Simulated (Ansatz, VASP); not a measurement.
**Two plane-wave programs on MgO**

Contents of INCAR:

```
SYSTEM = MgO
  PREC = Accurate
  ENCUT = 520
  EDIFF = 1E-7
  ISMEAR = 0
  SIGMA = 0.05
  LREAL = .False.
  LASPH = .True.
  NELM = 60
  ALGO = Normal
  ISIF = 2
  LWAVE = .False.
  LCHARG = .False.
  GGA = PS
  NBANDS = 16
```

KPOINTS

```
Automatic mesh
0
Gamma
  9 9 6
  0 0 0
```

POSCAR

```
MgO
1.0
    3.5661912553      0.0000000000      0.0000000000
   -1.7830956277      3.0884122218      0.0000000000
    0.0000000000      0.0000000000      4.0283696420
Mg O
2 2
Direct
    0.6666666667      0.3333333333      0.7500000000
    0.3333333333      0.6666666667      0.2500000000
    0.6666666667      0.3333333333      0.2500000000
    0.3333333333      0.6666666667      0.7500000000
```

Input for Ansatz:

```yaml
crystal:
  lattice:
    - [3.5661912553, 0.0, 0.0]
    - [-1.7830956277, 3.0884122218, 0.0]
    - [0.0, 0.0, 4.028369642]
  atoms:
    - { symbol: Mg, position: [0.6666666667, 0.3333333333, 0.75] }
    - { symbol: Mg, position: [0.3333333333, 0.6666666667, 0.25] }
    - { symbol: O, position: [0.6666666667, 0.3333333333, 0.25] }
    - { symbol: O, position: [0.3333333333, 0.6666666667, 0.75] }
basis:
  ecutwfc: 520.0
kpoints:
  mp_grid: { grid: [9, 9, 6] }
hamiltonian:
  xc: pbesol
  pseudopotentials: { kind: paw, azcp: { folder: soft_1 } }
scf:
  occupations: { method: gaussian, width: 0.05 }
output:
  forces: true
  stress: true
  eigenvalues: true
```

Alike in both runs: task single point; functional PBEsol; k mesh 9 × 9 × 6; occupations gaussian, width 0.05 eV; no spin polarisation.

|  | VASP | Ansatz |
| --- | --- | --- |
| version | VASP 6.6.1 | Ansatz 0.2.0 |
| potentials or method | VASP PAW PBE potentials, release 64 (Mg, O), cutoff 520 eV | scalar-relativistic, plane waves, PAW |
| valence electrons in the cell | 16 | 32 |

|  | VASP | Ansatz | Ansatz less VASP |
| --- | --- | --- | --- |
| gap on the k mesh at the Fermi level (eV) | 3.34 | 3.35 | +0.009 |
| least direct gap on the mesh (eV) | 3.34 | 3.35 | +0.009 |
| pressure (GPa) | 1.0 | 1.4 | +0.42 |
| traceless stress, the component that is largest in VASP (GPa) | 8.03 | 8.02 | -0.005 |

VASP's potentials were made for PBE, not for PBEsol, and Ansatz warns of the same on its side. VASP's potentials hold 16 valence electrons a cell and Ansatz's 32, so a difference there can come from the potentials and not from the codes.
